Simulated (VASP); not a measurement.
Wanted: the native input for a VASP 6.6.1 run.

- Task: density of states
- Functional: PBE
- Potentials or basis: VASP PAW PBE potentials, release 64 (Ni, O)
- Cutoff: 520 eV
- k mesh: 15 × 15 × 15
- Occupations: fermi-dirac, width 0.03 eV
- Spin: collinear spin, ferromagnetic start
- Starting moments: [1.5, 0.0] μB
- Dipole correction: no
- k mesh for the DOS: 23 × 23 × 23
- Occupations for the DOS: tetrahedron
- Further INCAR settings: ALGO = Normal; EDIFF = 1e-06; NBANDS = 19

Crystal: NiO.

```
CELL_PARAMETERS angstrom
0.00000 2.09131 2.09131
2.09131 0.00000 2.09131
2.09131 2.09131 0.00000
ATOMIC_POSITIONS crystal
Ni 0.00000 0.00000 0.00000
O 0.50000 0.50000 0.50000
```

The input as run:

POSCAR

```
NiO
1.0
    0.0000000000      2.0913100000      2.0913100000
    2.0913100000      0.0000000000      2.0913100000
    2.0913100000      2.0913100000      0.0000000000
Ni O
1 1
Direct
    0.0000000000      0.0000000000      0.0000000000
    0.5000000000      0.5000000000      0.5000000000
```

INCAR.step1

```
SYSTEM = NiO
ALGO = Normal ; EDIFF = 1E-6
ENCUT = 520 ; GGA = PE
ISIF = 2 ; ISMEAR = -1
ISPIN = 2 ; LASPH = .TRUE.
LCHARG = .TRUE. ; LMAXMIX = 4
LREAL = .FALSE. ; LWAVE = .FALSE.
MAGMOM = 1.5 0 ; NBANDS = 19
NELM = 150 ; PREC = Accurate
SIGMA = 0.03
```

KPOINTS.step1

```
k-points
0
G
  15 15 15
  0 0 0
```

INCAR.step2

```
SYSTEM = NiO
ALGO = Normal ; EDIFF = 1E-6
ENCUT = 520 ; GGA = PE
ICHARG = 11 ; ISIF = 2
ISMEAR = -5 ; ISPIN = 2
LASPH = .TRUE. ; LCHARG = .FALSE.
LMAXMIX = 4 ; LORBIT = 11
LREAL = .FALSE. ; LWAVE = .FALSE.
MAGMOM = 1.5 0 ; NBANDS = 19
NEDOS = 1001 ; NELM = 150
PREC = Accurate ; SIGMA = 0.03
```

KPOINTS.step2

```
k-points
0
G
  23 23 23
  0 0 0
```

Potentials or basis: VASP PAW PBE potentials, release 64 (Ni, O).

Command:

```sh
$ cat potpaw_PBE.64/Ni/POTCAR potpaw_PBE.64/O/POTCAR > POTCAR
$ cp INCAR.step1 INCAR
$ cp KPOINTS.step1 KPOINTS
$ mpirun -np 1 vasp_std > vasp.out
$ cp INCAR.step2 INCAR
$ cp KPOINTS.step2 KPOINTS
$ mpirun -np 1 vasp_std > vasp.out
```

Results of the run:

The net moment is 1.71 μB per cell. The site moments are Ni +1.42; O +0.26 μB and the valence electrons inside the program's atomic spheres are Ni 8.98; O 4.98.

Caveat: a cell with one magnetic atom can't hold antiferromagnetic order, which such compounds often take; semilocal functionals often make such compounds metallic where correlation or magnetic order opens a gap, which also shifts bond lengths.

Wall time 2.4 min on 1 thread of Intel(R) Xeon(R) Platinum 8259CL CPU @ 2.50GHz (Skylake/Cascade Lake), on a shared host, peak memory 0.3 GiB.
